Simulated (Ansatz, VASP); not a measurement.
One calculation of TiO, two programs

```
Ti O
1.0
     4.03351   -0.04034    0.00000
    -0.04034    4.03351    0.00000
     0.00000    0.00000    4.03351
Ti O
3 3
Direct
  0.50000 0.50000 0.00000
  0.00000 0.50000 0.50000
  0.50000 0.00000 0.50000
  0.00000 0.50000 0.00000
  0.50000 0.00000 0.00000
  0.00000 0.00000 0.50000
```

Change from the starting cell: strain -0.0200 x Voigt [0, 0, 0, 0, 0, 1], atoms carried along.

Alike in both runs: task single point; functional PBEsol; k mesh 12 × 12 × 12; occupations gaussian, width 0.15 eV; no spin polarisation.

|  | VASP | Ansatz |
| --- | --- | --- |
| version | VASP 6.6.1 | Ansatz 0.2.0 |
| potentials or method | VASP PAW PBE potentials, release 64 (Ti_sv, O), cutoff 520 eV | scalar-relativistic, plane waves, PAW |
| valence electrons in the cell | 54 | 54 |

|  | VASP | Ansatz | Ansatz less VASP |
| --- | --- | --- | --- |
| gap on the k mesh at the Fermi level (eV) | none | none | - |
| pressure (GPa) | 0.5 | 0.0 | -0.44 |
| traceless stress, the component that is largest in VASP (GPa) | 1.05 | 1.06 | +0.012 |

VASP's potentials were made for PBE, not for PBEsol. A gap of «none» marks a metal or a gap that the smearing closes. With one functional, cell and mesh, what is left measures potentials, basis and numerics.
